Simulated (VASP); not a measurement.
Set up this calculation in VASP 6.6.1, as the native input.

| Quantity | Value |
| --- | --- |
| Task | single point |
| Functional | PBE |
| Potentials or basis | VASP PAW PBE potentials, release 64 (As, B) |
| Cutoff | 520 eV |
| k mesh | 10 × 10 × 10 |
| Occupations | gaussian, width 0.026 eV |
| Spin | no spin polarisation |
| Dipole correction | no |
| Further INCAR settings | ALGO = Normal; EDIFF = 1e-06; NBANDS = 11 |

The structure of BAs lies in POSCAR:

```
BAs
1.0
    0.0000000000      2.3885000000      2.3885000000
    2.3885000000      0.0000000000      2.3885000000
    2.3885000000      2.3885000000      0.0000000000
As B
1 1
Direct
    0.7500000000      0.7500000000      0.7500000000
    0.0000000000      0.0000000000      0.0000000000
```

The input as run:

INCAR

```
  ALGO = Normal
  EDIFF = 1E-6
  ENCUT = 520
  GGA = PE
  ISIF = 2
  ISMEAR = 0
  LASPH = T
  LCHARG = F
  LREAL = F
  LWAVE = F
  NBANDS = 11
  NELM = 80
  PREC = Accurate
  SIGMA = 0.026000000000000002
```

KPOINTS

```
k-points
0
Gamma
  10 10 10
```

Potentials or basis: VASP PAW PBE potentials, release 64 (As, B).

Launch:

```bash
$ cat potpaw_PBE.64/As/POTCAR potpaw_PBE.64/B/POTCAR > POTCAR
$ mpirun -np 1 vasp_std > vasp.out
```

It gave:

```
Pressure               : 3.4 GPa
Band gap on the k mesh : 1.18 eV, indirect (least direct gap 3.28 eV)
```

Wall time 11 s on 1 thread of Intel(R) Xeon(R) Platinum 8488C (Sapphire Rapids), on a shared host, peak memory 0.16 GiB.
